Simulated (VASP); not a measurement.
# SrO: single point with r2SCAN

SrO:

```
Sr O
1.0
     0.00000    2.79228    2.79228
     2.79228    0.00000    2.79228
     2.79228    2.79228    0.00000
Sr O
1 1
Direct
  0.00000 0.00000 0.00000
  0.25000 0.25000 0.25000
```

- Program: VASP 6.6.1
- Task: single point
- Functional: r2SCAN
- Potentials or basis: VASP PAW PBE potentials, release 64 (Sr_sv, O)
- Cutoff: 660 eV
- k mesh: 6 × 6 × 6
- Occupations: methfessel-paxton, width 0.001 eV
- Spin: no spin polarisation

```json
{"Pressure": "0.4 GPa", "Band gap on the k mesh": "2.91 eV (least direct gap 3.75 eV)"}
```

Levels at points of the mesh, in eV from the valence-band top:
| k point | band 5 | band 6 | band 7 | band 8 | band 9 | band 10 | band 11 | band 12 |
| --- | --- | --- | --- | --- | --- | --- | --- | --- |
| (0.00, 0.00, 0.00) | -14.55 | -0.84 | -0.84 | -0.84 | 2.91 | 8.69 | 8.69 | 10.00 |
| (0.50, 0.00, 0.00) | -13.69 | -0.70 | -0.53 | -0.53 | 5.64 | 7.64 | 8.20 | 8.20 |
| (0.50, 0.50, 0.00) | -13.36 | -1.40 | -0.01 | -0.01 | 4.91 | 6.22 | 10.31 | 10.60 |

Run time: 120 s on 1 thread of AMD EPYC 7R43 64-Core Processor (Zen 3), with other jobs on the host, peak memory 0.18 GiB.

Caveat: the PAW data sets were made with another functional, which shifts forces and pressure a little. A k mesh can miss the band edges.
